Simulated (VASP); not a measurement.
The system is TiAl.

```xyz
2
Lattice="2.8673 0.0000 0.0000 -1.4336 2.4831 0.0000 0.0000 0.0000 4.6781" Properties=species:S:1:pos:R:3 pbc="T T T"
Ti    0.0000    0.0000    0.0000
Al    0.0000    1.6554    2.3390
```

```yaml
Program: VASP 6.6.1
Task: relaxation of cell and atoms
Functional: PBEsol
Potentials_or_basis: VASP PAW PBE potentials, release 64 (Ti_sv, Al)
Cutoff: 600 eV
k_mesh: 11 × 11 × 6
Occupations: fermi-dirac, width 0.05 eV
Spin: no spin polarisation
```

At the start: pressure -2.8 GPa; volume 16.65 Å³/atom.

Question: How do energy, volume and symmetry change on relaxing?

Answer: Over 11 steps the energy falls by 4.3 meV/atom and the volume is 16.23 Å³/atom (-2.6 %); space group P-6m2 (No. 187, to 0.05 Å).

The path:
```tsv
step	energy change (eV)	largest force (eV/Å)	pressure (GPa)	volume (Å³)
1	0.0000	0.0000	-2.83	33.31
2	-0.0053	0.0000	1.96	31.91
3	-0.0085	0.0000	0.06	32.43
4	-0.0085	0.0000	0.05	32.44
5	-0.0085	0.0000	-0.04	32.46
6	-0.0086	0.0000	-0.03	32.48
7	-0.0086	0.0000	-0.10	32.49
8	-0.0086	0.0000	-0.13	32.49
9	-0.0086	0.0000	-0.12	32.48
10	-0.0086	0.0000	0.10	32.42
11	-0.0086	0.0000	0.03	32.45
```

Final structure:
```
Ti Al
1.0
     2.84964    0.00000    0.00000
    -1.42482    2.46786    0.00000
     0.00000    0.00000    4.61469
Ti Al
1 1
Cartesian
  0.0000 0.0000 0.0000
  0.0000 1.6452 2.3073
```

Caveat: the PAW data sets were made with another functional, which shifts forces and pressure a little.
